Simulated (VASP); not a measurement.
Input of a VASP 6.6.1 run:

INCAR

```
PREC = Accurate
ENCUT = 520
EDIFF = 1E-7
ISMEAR = 0
SIGMA = 0.15
LREAL = F
LASPH = T
NELM = 60
ALGO = Normal
ISIF = 2
LWAVE = F
LCHARG = F
GGA = PE
NBANDS = 11
```

Contents of KPOINTS:

```
regular mesh
0
Gamma
  21 21 6
```

POSCAR

```
C
1.0
    2.5076000000      0.0000000000      0.0000000000
   -1.2538000000      2.1716453025      0.0000000000
    0.0000000000      0.0000000000      7.8420000000
C
2
Direct
    0.3333333333      0.6666666667      0.0000000000
    0.6666666667      0.3333333333      0.0000000000
```

Potentials or basis: VASP PAW PBE potentials, release 64 (C).

The run is started by

```sh
$ cat potpaw_PBE.64/C/POTCAR > POTCAR
$ mpirun -np 1 vasp_std > vasp.out
```

**Question.** Estimate the band gap on the k mesh.

**Answer.** Zero (filled and empty bands touch).

**Question.** What does it give for the pressure?

**Answer.** -5.3 GPa.

Stress tensor (GPa, compression positive):
```
-7.86  0.00  0.00
 0.00 -7.86  0.00
 0.00  0.00 -0.04
```
